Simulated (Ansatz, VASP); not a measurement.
## Tl2S3 in VASP and in Ansatz

Contents of INCAR:

```
SYSTEM = Tl2S3
ALGO = Normal ; EDIFF = 1E-6
ENCUT = 520 ; GGA = PE
GGA_COMPAT = .False. ; ISIF = 2
ISMEAR = 0 ; LASPH = .True.
LCHARG = .False. ; LORBIT = 11
LORBMOM = .True. ; LREAL = .False.
LSORBIT = .True. ; LWAVE = .False.
MAGMOM = 0 0 0 0 0 0 0 0 0 0 0 0 0 0 0 ; NBANDS = 59
NELM = 150 ; PREC = Accurate
SIGMA = 0.01
```

Contents of KPOINTS:

```
k-points
0
Gamma
  1 1 1
  0 0 0
```

The input POSCAR:

```
Tl2S3
1.0
    9.1600000000      0.0000000000      0.0000000000
    0.0000000000     11.9300000000      0.0000000000
    0.0000000000      0.0000000000     16.4800000000
Tl S
2 3
Direct
    0.5006550200      0.4909371300      0.6156438100
    0.5006550200      0.4909371300      0.3840576500
    0.4912663800      0.6226789600      0.4998507300
    0.5087598300      0.3772003400      0.7266432000
    0.5087598300      0.3772003400      0.2730582500
```

Input for Ansatz:

```yaml
crystal:
  lattice:
    - [9.16, 0.0, 0.0]
    - [0.0, 11.93, 0.0]
    - [0.0, 0.0, 16.48]
  atoms:
    - { symbol: Tl, position: [0.50065502, 0.49093713, 0.61564381] }
    - { symbol: Tl, position: [0.50065502, 0.49093713, 0.38405765] }
    - { symbol: S, position: [0.49126638, 0.62267896, 0.49985073] }
    - { symbol: S, position: [0.50875983, 0.37720034, 0.7266432] }
    - { symbol: S, position: [0.50875983, 0.37720034, 0.27305825] }
basis:
  ecutwfc: 420
  ecutrho_ratio: 4
kpoints:
  mp_grid: { grid: [1, 1, 1] }
hamiltonian:
  xc: pbe
scf:
  occupations: { method: gaussian, width: 0.01 }
output:
  forces: true
  eigenvalues: true
  populations: true
  write_density: true
  write_potential: true
  elf: true
  volumetric_format: npy
magnetization:
  noncollinear: true
  spin_orbit: true
```

Alike in both runs: task single point; functional PBE; k mesh 1 × 1 × 1; occupations gaussian, width 0.01 eV; non-collinear spin, spin-orbit coupling.

|  | VASP | Ansatz |
| --- | --- | --- |
| version | VASP 6.6.1 | Ansatz 0.2.0 |
| potentials or method | VASP PAW PBE potentials, release 64 (Tl_d, S), cutoff 520 eV | plane waves, PAW |
| valence electrons in the cell | 44 | 44 |

VASP gave:

```
rms of the force components (eV/Å) : 0.311
net moment per atom (μB)           : 0.00
```

Task: Which values does Ansatz return?

Result: rms of the force components (eV/Å): 0.303; net moment per atom (μB): 0.00.

Atom by atom the forces differ by 0.017 eV/Å (rms over components). The functional is the same, so the differences come from potentials, cutoffs and numerics. Ansatz's warnings: xc potential rough in thin density.
